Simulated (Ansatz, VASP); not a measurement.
**Two plane-wave programs on Re**

```
Re
1.0
     2.77482    0.00000   -0.20353
    -1.38741    2.40307    0.10177
    -0.32892    0.00000    4.48422
Re
2
Direct
  0.33333 0.66667 0.25000
  0.66667 0.33333 0.75000
```

Change from the starting cell: engineering shear strain xz -0.1467, engineering shear strain yz +0.0000.

Alike in both runs: task single point; functional PBE; k mesh 18 × 18 × 10; occupations gaussian, width 0.15 eV; no spin polarisation.

|  | VASP | Ansatz |
| --- | --- | --- |
| version | VASP 6.6.1 | Ansatz 0.2.0 |
| potentials or method | VASP PAW PBE potentials, release 64 (Re), cutoff 520 eV | scalar-relativistic, plane waves, PAW |
| valence electrons in the cell | 14 | 30 |

VASP gave:

```
gap on the k mesh at the Fermi level (eV)                     : none
pressure (GPa)                                                : 5.3
traceless stress, the component that is largest in VASP (GPa) : 20.55
rms of the force components (eV/Å)                            : 0.134
```

Task: What did Ansatz give for the same quantities?

Result: gap on the k mesh at the Fermi level (eV): none; pressure (GPa): 5.8; traceless stress, the component that is largest in VASP (GPa): 20.84; rms of the force components (eV/Å): 0.146.

Atom by atom the forces differ by 0.012 eV/Å (rms over components). A gap of «none» marks a metal or a gap that the smearing closes. With one functional, cell and mesh, what is left measures potentials, basis and numerics. VASP's potentials hold 14 valence electrons a cell and Ansatz's 30, so a difference there can come from the potentials and not from the codes.

Neither program's run includes spin-orbit coupling.
